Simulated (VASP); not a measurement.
A run of VASP 6.6.1 is set up as follows.

Contents of POSCAR:

```
TiN
1.0
    0.0000000000      2.1165700727      2.1165700727
    2.1165700727      0.0000000000      2.1165700727
    2.1165700727      2.1165700727      0.0000000000
Ti N
1 1
Direct
    0.0000000000      0.0000000000      0.0000000000
    0.5000000000      0.5000000000      0.5000000000
```

File INCAR.step1:

```
PREC = Accurate
ENCUT = 520
ISMEAR = -1
SIGMA = 0.1
LREAL = F
LASPH = T
NELM = 80
NBANDS = 16
GGA = PE
ALGO = Normal
EDIFF = 1E-4
LWAVE = T
LCHARG = F
```

File INCAR.step2:

```
PREC = Accurate
ENCUT = 520
EDIFF = 1E-6
ISMEAR = -1
SIGMA = 0.1
LREAL = F
LASPH = T
NELM = 80
ALGO = Normal
ISIF = 2
LWAVE = F
LCHARG = T
METAGGA = R2SCAN
LMIXTAU = T
LELF = T
LVHAR = T
NBANDS = 16
ISTART = 1
```

KPOINTS

```
Automatic mesh
0
Gamma
  17 17 17
```

Potentials or basis: VASP PAW PBE potentials, release 64 (Ti_sv, N).

Run with:

```console
$ cat potpaw_PBE.64/Ti_sv/POTCAR potpaw_PBE.64/N/POTCAR > POTCAR
$ cp INCAR.step1 INCAR
$ mpirun -np 1 vasp_std > vasp.out
$ cp INCAR.step2 INCAR
$ mpirun -np 1 vasp_std > vasp.out
```

(1) Estimate the pressure.

## Answers

(1) 1.5 GPa.

Caveat: the PAW data sets were made with another functional, which shifts forces and pressure a little.
